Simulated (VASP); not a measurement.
Crystal: HgTe.

```
Hg Te
1.0
     0.00000    3.18000    3.18000
     3.18000    0.00000    3.18000
     3.18000    3.18000    0.00000
Hg Te
1 1
Cartesian
  0.0000 0.0000 0.0000
  3.1800 3.1800 3.1800
```

```yaml
Program: VASP 6.6.1
Task: relaxation of cell and atoms
Functional: RPBE
Dispersion: D3(BJ)
Potentials_or_basis: VASP PAW PBE potentials, release 64 (Hg, Te)
Cutoff: 600 eV
k_mesh: 7 × 7 × 7
Occupations: fermi-dirac, width 0.05 eV
Spin: no spin polarisation
```

At the start: pressure -14.6 GPa; volume 32.16 Å³/atom.

**Question.** Where does the relaxation end?

**Answer.** Over 6 steps the energy falls by 625.9 meV/atom and the volume is 22.70 Å³/atom (-29.4 %); space group Fm-3m (No. 225, to 0.05 Å).

The path:
```tsv
step	energy change (eV)	largest force (eV/Å)	pressure (GPa)	volume (Å³)
1	0.0000	0.0000	-14.57	64.31
2	-1.0565	0.0000	15.08	40.76
3	-1.2514	0.0000	-0.47	45.59
4	-1.2516	0.0000	0.21	45.26
5	-1.2517	0.0000	-0.09	45.45
6	-1.2517	0.0000	-0.03	45.39
```

Final structure:
```xyz
2
Lattice="0.0000 2.8313 2.8313 2.8313 0.0000 2.8313 2.8313 2.8313 0.0000" Properties=species:S:1:pos:R:3 pbc="T T T"
Hg    2.8313    0.0000    2.8313
Te    2.8313    2.8313    2.8313
```

Caveat: the volume moved by over 15 % at a fixed basis, so the end points are rough; the PAW data sets were made with another functional, which shifts forces and pressure a little; the volume moved by -29 % from the deposited cell, more than functionals usually miss; pairwise dispersion overbinds metals, which lowers pressure and volume.
